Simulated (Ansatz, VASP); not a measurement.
Two plane-wave programs on Rb

```
Rb
1.0
     8.48172    0.00000    0.00000
     0.00000    8.48172    0.00000
     0.00000    0.00000    8.48172
Rb
1
Direct
  0.00000 0.00000 0.00000
```

Alike in both runs: task single point; functional PBE; k mesh 2 × 2 × 2; occupations gaussian, width 0.1 eV; no spin polarisation.

|  | VASP | Ansatz |
| --- | --- | --- |
| version | VASP 6.6.1 | Ansatz 0.2.0 |
| potentials or method | VASP PAW PBE potentials, release 64 (Rb_sv), cutoff 520 eV | scalar-relativistic, plane waves, PAW |
| valence electrons in the cell | 9 | 9 |

```csv
,VASP,Ansatz,Ansatz less VASP
gap on the k mesh at the Fermi level (eV),none,none,-
pressure (GPa),-0.1,-0.1,0.00
```

A gap of «none» marks a metal or a gap that the smearing closes. With one functional, cell and mesh, what is left measures potentials, basis and numerics.

The k mesh is coarse, so the values compare programs but aren't converged.
